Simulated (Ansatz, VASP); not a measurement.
# MoH3: VASP beside Ansatz

Contents of INCAR:

```
SYSTEM = MoH3
ALGO = Normal ; EDIFF = 1E-6
ENCUT = 520 ; GGA = PE
ISIF = 2 ; ISMEAR = 0
ISPIN = 2 ; LASPH = .True.
LCHARG = .False. ; LMAXMIX = 4
LORBIT = 11 ; LREAL = .False.
LWAVE = .False. ; MAGMOM = 0 0 0 1
NBANDS = 20 ; NELM = 150
PREC = Accurate ; SIGMA = 0.1
```

Contents of KPOINTS:

```
k-points
0
Gamma
  6 6 6
  0 0 0
```

The input POSCAR:

```
MoH3
1.0
    2.9069523188      0.0000000000      0.0000000000
    0.0000000000      2.9069523188      0.0000000000
    0.0000000000      0.0000000000      2.9069523188
H Mo
3 1
Direct
    0.0000000000      0.5000000000      0.5000000000
    0.5000000000      0.0000000000      0.5000000000
    0.5000000000      0.5000000000      0.0000000000
    0.0000000000      0.0000000000      0.0000000000
```

Input for Ansatz:

```yaml
crystal:
  lattice:
    - [2.9069523188, 0.0, 0.0]
    - [0.0, 2.9069523188, 0.0]
    - [0.0, 0.0, 2.9069523188]
  atoms:
    - { symbol: H, position: [0.0, 0.5, 0.5] }
    - { symbol: H, position: [0.5, 0.0, 0.5] }
    - { symbol: H, position: [0.5, 0.5, 0.0] }
    - { symbol: Mo, position: [0.0, 0.0, 0.0], spin: 1.0 }
basis:
  ecutwfc: 420
kpoints:
  mp_grid: { grid: [6, 6, 6] }
hamiltonian:
  xc: pbe
scf:
  occupations: { method: gaussian, width: 0.1 }
  lower_state_search: "off"
output:
  forces: true
  stress: true
  eigenvalues: true
  populations: true
magnetization:
  spin_polarized: true
```

Change from the starting cell: species swapped into the Gd3Ga type (Pm-3m, No. 221).

Alike in both runs: task single point; functional PBE; k mesh 6 × 6 × 6; occupations gaussian, width 0.1 eV; collinear spin.

|  | VASP | Ansatz |
| --- | --- | --- |
| version | VASP 6.6.1 | Ansatz 0.2.0 |
| potentials or method | VASP PAW PBE potentials, release 64 (H, Mo_sv), cutoff 520 eV | scalar-relativistic, plane waves, PAW |
| valence electrons in the cell | 17 | 17 |

VASP gave:

```
gap on the k mesh at the Fermi level (eV)                     : none
pressure (GPa)                                                : 3.7
net moment per atom (μB)                                      : 0.33
size of the moment on the site where the two differ most (μB) : 1.22
```

Problem. Which values does Ansatz return?

Solution. gap on the k mesh at the Fermi level (eV): none; pressure (GPa): 3.6; net moment per atom (μB): 0.33; size of the moment on the site where the two differ most (μB): 0.76.

Site moments also hang on the region over which each program counts them. A gap of «none» marks a metal or a gap that the smearing closes.

The k mesh is coarse, so the values compare programs but aren't converged.
